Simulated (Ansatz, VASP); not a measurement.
Two plane-wave programs on SiNi3

INCAR

```
ALGO     = Fast           # electronic algorithm
EDIFF    = 1E-7           # SCF threshold, eV
ENCUT    = 520            # plane-wave cutoff, eV
GGA      = PE             # functional
ISIF     = 2              # what is computed and relaxed
ISMEAR   = 0              # smearing method
LASPH    = True           # aspherical terms in the spheres
LCHARG   = False          # write CHGCAR
LREAL    = False          # projectors in reciprocal space
LWAVE    = False          # write WAVECAR
NBANDS   = 63             # bands
NELM     = 60             # most SCF steps
PREC     = Accurate       # precision mode
SIGMA    = 0.15           # smearing width, eV
```

KPOINTS

```
k-points
0
Gamma
  13 13 5
```

POSCAR

```
SiNi3
1.0
    0.0000000000     -3.5062596265      0.0000000000
    0.0000000000      0.0000000000     -3.5062596265
   12.0187788796      0.0000000000      0.0000000000
Si Ni
3 9
Direct
    1.0000000000      1.0000000000      0.2187842403
    1.0000000000      1.0000000000      0.5105160096
    1.0000000000      1.0000000000      0.8022477788
    0.5000000000      0.5000000000      0.8022477788
    0.5000000000      0.5000000000      0.2187842403
    0.5000000000      0.5000000000      0.5105160096
    0.0000000000      0.5000000000      0.0729183557
    0.0000000000      0.5000000000      0.3646501249
    0.0000000000      0.5000000000      0.6563818942
    0.5000000000      1.0000000000      0.0729183557
    0.5000000000      1.0000000000      0.3646501249
    0.5000000000      1.0000000000      0.6563818942
```

Input for Ansatz:

```yaml
crystal:
  lattice:
    - [0.0, -3.5062596265, 0.0]
    - [0.0, 0.0, -3.5062596265]
    - [12.0187788796, 0.0, 0.0]
  atoms:
    - { symbol: Si, position: [1.0, 1.0, 0.2187842403] }
    - { symbol: Si, position: [1.0, 1.0, 0.5105160096] }
    - { symbol: Si, position: [1.0, 1.0, 0.8022477788] }
    - { symbol: Ni, position: [0.5, 0.5, 0.8022477788] }
    - { symbol: Ni, position: [0.5, 0.5, 0.2187842403] }
    - { symbol: Ni, position: [0.5, 0.5, 0.5105160096] }
    - { symbol: Ni, position: [0.0, 0.5, 0.0729183557] }
    - { symbol: Ni, position: [0.0, 0.5, 0.3646501249] }
    - { symbol: Ni, position: [0.0, 0.5, 0.6563818942] }
    - { symbol: Ni, position: [0.5, 1.0, 0.0729183557] }
    - { symbol: Ni, position: [0.5, 1.0, 0.3646501249] }
    - { symbol: Ni, position: [0.5, 1.0, 0.6563818942] }
basis:
  ecutwfc: 420
kpoints:
  mp_grid: { grid: [13, 13, 5] }
hamiltonian:
  xc: pbe
scf:
  occupations: { method: gaussian, width: 0.15 }
output:
  forces: true
  stress: true
  eigenvalues: true
```

Alike in both runs: task single point; functional PBE; k mesh 13 × 13 × 5; occupations gaussian, width 0.15 eV; no spin polarisation.

|  | VASP | Ansatz |
| --- | --- | --- |
| version | VASP 6.6.1 | Ansatz 0.2.0 |
| potentials or method | VASP PAW PBE potentials, release 64 (Si, Ni), cutoff 520 eV | scalar-relativistic, plane waves, PAW |
| valence electrons in the cell | 102 | 174 |

|  | VASP | Ansatz | Ansatz less VASP |
| --- | --- | --- | --- |
| gap on the k mesh at the Fermi level (eV) | none | none | - |
| pressure (GPa) | -4.9 | -5.0 | -0.10 |
| traceless stress, the component that is largest in VASP (GPa) | -2.23 | -2.26 | -0.034 |
| rms of the force components (eV/Å) | 0.257 | 0.258 | +0.0015 |

Atom by atom the forces differ by 0.005 eV/Å (rms over components). A gap of «none» marks a metal or a gap that the smearing closes. With one functional, cell and mesh, what is left measures potentials, basis and numerics. VASP's potentials hold 102 valence electrons a cell and Ansatz's 174, so a difference there can come from the potentials and not from the codes.
